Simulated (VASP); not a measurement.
C: single point with r2SCAN

The system is C.

```
CELL_PARAMETERS angstrom
3.56028 0.00000 0.00000
0.00000 -3.56028 0.00000
0.00000 0.00000 -3.56028
ATOMIC_POSITIONS crystal
C 0.52595 0.97405 0.97405
C 0.00000 0.50000 0.00000
C 0.00000 0.00000 0.50000
C 0.50000 0.50000 0.50000
C 0.75000 0.75000 0.75000
C 0.25000 0.25000 0.75000
C 0.25000 0.75000 0.25000
C 0.75000 0.25000 0.25000
```

This cell differs from its parent crystal: atom 1 (C) moved +0.160 Å towards its neighbour atom 5 (C) at 1.542 Å.

- Program: VASP 6.6.1
- Task: single point
- Functional: r2SCAN
- Potentials or basis: VASP PAW PBE potentials, release 64 (C_h)
- Cutoff: 910 eV
- k mesh: 6 × 6 × 6
- Occupations: gaussian, width 0.05 eV
- Spin: no spin polarisation

```
Pressure               : 2.5 GPa
Largest force          : 9.099 eV/Å
Band gap on the k mesh : 3.82 eV, indirect (least direct gap 3.90 eV)
```

Forces on the atoms (eV/Å):
```
C   -5.253 -5.253 -5.253
C    0.616  0.616 -0.590
C    0.616 -0.590  0.616
C   -0.590  0.616  0.616
C    2.481  2.481  2.481
C    0.829  0.829  0.472
C    0.829  0.472  0.829
C    0.472  0.829  0.829
```

Stress tensor (GPa, compression positive):
```
2.51 2.77 2.77
2.77 2.51 2.77
2.77 2.77 2.51
```

Levels at points of the mesh, in eV from the valence-band top:
| k point | band 13 | band 14 | band 15 | band 16 | band 17 | band 18 | band 19 | band 20 |
| --- | --- | --- | --- | --- | --- | --- | --- | --- |
| (0.00, 0.00, 0.00) | -6.83 | -1.09 | 0.00 | 0.00 | 3.90 | 3.90 | 4.55 | 4.68 |
| (0.50, 0.00, 0.00) | -4.94 | -4.66 | -4.51 | -4.29 | 3.98 | 4.39 | 9.85 | 10.02 |
| (0.50, 0.50, 0.00) | -3.90 | -3.79 | -3.60 | -2.95 | 7.01 | 7.97 | 7.97 | 8.25 |
| (0.50, 0.50, 0.50) | -3.38 | -3.35 | -2.62 | -2.62 | 7.17 | 7.17 | 8.21 | 8.51 |

It took 110 s on 1 thread of Intel(R) Xeon(R) 6975P-C (Granite Rapids) (shared host), peak memory 0.23 GiB.

Caveat: the cell differs from its parent crystal (atom 1 (C) moved +0.160 Å towards its neighbour atom 5 (C) at 1.542 Å); the cutoff is under 1.25 times the usual one of these potentials, so pressure, stress and relaxed cells hold a basis-set (Pulay) error; the PAW data sets were made with another functional, which shifts forces and pressure a little. A k mesh can miss the band edges.
